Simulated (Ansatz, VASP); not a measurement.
**One calculation of CuAu3, two programs**

Contents of INCAR:

```
SYSTEM = CuAu3
PREC     = Accurate       ! precision mode
ENCUT    = 520            ! plane-wave cutoff, eV
EDIFF    = 1E-6           ! SCF threshold, eV
ISMEAR   = -1             ! smearing method
SIGMA    = 0.05           ! smearing width, eV
LREAL    = .False.        ! projectors in reciprocal space
LASPH    = .True.         ! aspherical terms in the spheres
NELM     = 100            ! most SCF steps
ALGO     = Normal         ! electronic algorithm
ISIF     = 2              ! what is computed and relaxed
LWAVE    = .False.        ! write WAVECAR
LCHARG   = .True.         ! write CHGCAR
LELF     = .True.         ! ELF
LVHAR    = .True.       
NBANDS   = 30             ! bands
```

KPOINTS

```
Automatic mesh
0
Gamma
  9 9 9
  0 0 0
```

POSCAR

```
CuAu3
1.0
    4.0580590332      0.0000000000      0.0000000000
    0.0000000000      4.0580590332      0.0000000000
    0.0000000000      0.0000000000      4.0580590332
Cu Au
1 3
Direct
    0.0000000000      0.0000000000      0.0000000000
    0.0000000000      0.5000000000      0.5000000000
    0.5000000000      0.0000000000      0.5000000000
    0.5000000000      0.5000000000      0.0000000000
```

Input for Ansatz:

```yaml
crystal:
  lattice:
    - [4.0580590332, 0.0, 0.0]
    - [0.0, 4.0580590332, 0.0]
    - [0.0, 0.0, 4.0580590332]
  atoms:
    - { symbol: Cu, position: [0.0, 0.0, 0.0] }
    - { symbol: Au, position: [0.0, 0.5, 0.5] }
    - { symbol: Au, position: [0.5, 0.0, 0.5] }
    - { symbol: Au, position: [0.5, 0.5, 0.0] }
kpoints:
  mp_grid: { grid: [9, 9, 9] }
  band_path:
    path:
      - [0.0, 0.0, 0.0]
      - [0.0, 0.5, 0.0]
      - [0.5, 0.5, 0.0]
      - [0.0, 0.0, 0.0]
      - [0.5, 0.5, 0.5]
      - [0.0, 0.5, 0.0]
      - [0.5, 0.5, 0.5]
      - [0.5, 0.5, 0.0]
    npoints: 5
scf:
  occupations: { method: fermi_dirac, width: 0.05 }
hamiltonian:
  xc: lda
  pseudopotentials: { kind: all_electron, lapw: { basis_error: 0.001 } }
output:
  forces: true
  stress: true
  eigenvalues: true
```

Change from the starting cell: volume scaled by 1.06.

Alike in both runs: task single point; functional LDA; k mesh 9 × 9 × 9; occupations fermi-dirac, width 0.05 eV; no spin polarisation.

|  | VASP | Ansatz |
| --- | --- | --- |
| version | VASP 6.6.1 | Ansatz 0.2.0 |
| potentials or method | VASP PAW LDA potentials, release 64 (Cu, Au), cutoff 520 eV | all-electron LAPW, scalar-relativistic |

```tsv
	VASP	Ansatz	Ansatz less VASP
pressure (GPa)	-13.1	-13.5	-0.41
```

LDA's correlation is that of Perdew and Zunger in VASP and of Perdew and Wang (1992) in Ansatz. Ansatz ran all-electron here, and VASP with PAW potentials.

Neither program's run includes spin-orbit coupling.
